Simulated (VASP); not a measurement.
Here is a VASP 6.6.1 calculation.

The input INCAR:

```
SYSTEM = ZrBrF
PREC = Accurate ; ENCUT = 520
EDIFF = 1E-6 ; ISMEAR = 0
SIGMA = 0.1 ; LREAL = .FALSE.
LASPH = .TRUE. ; NELM = 80
ALGO = Normal ; ISIF = 2
LWAVE = .FALSE. ; LCHARG = .FALSE.
GGA = PE ; NBANDS = 35
```

The input KPOINTS:

```
regular mesh
0
G
  6 6 2
  0 0 0
```

The input POSCAR:

```
ZrBrF
1.0
    4.7940383300      0.0000000000      0.0000000000
   -2.3970191700      4.1517589800      0.0000000000
    0.0000000000      0.0000000000      7.7013704300
Zr Br F
2 2 2
Direct
    0.0000000000      0.0000000000      0.0000000000
    0.0000000000      0.0000000000      0.5000000000
    0.0000000000      0.0000000000      0.2500000000
    0.0000000000      0.0000000000      0.7500000000
    0.6666666700      0.3333333300      0.2500000000
    0.3333333300      0.6666666700      0.7500000000
```

Potentials or basis: VASP PAW PBE potentials, release 64 (Zr_sv, Br, F).

The run is started by

```console
$ cat potpaw_PBE.64/Zr_sv/POTCAR potpaw_PBE.64/Br/POTCAR potpaw_PBE.64/F/POTCAR > POTCAR
$ mpirun -np 1 vasp_std > vasp.out
```

Problem. Predict the pressure.

Solution. 60.3 GPa.

Problem. Estimate the band gap on the k mesh.

Solution. Zero (band 26 reaches 3.95 eV, above the bottom of band 27 at 3.53 eV).

Stress tensor (GPa, compression positive):
```
 -2.97   0.00   0.00
  0.00  -2.97   0.00
  0.00   0.00 186.94
```

Caveat: the k points lie up to 0.41 Å⁻¹ apart.
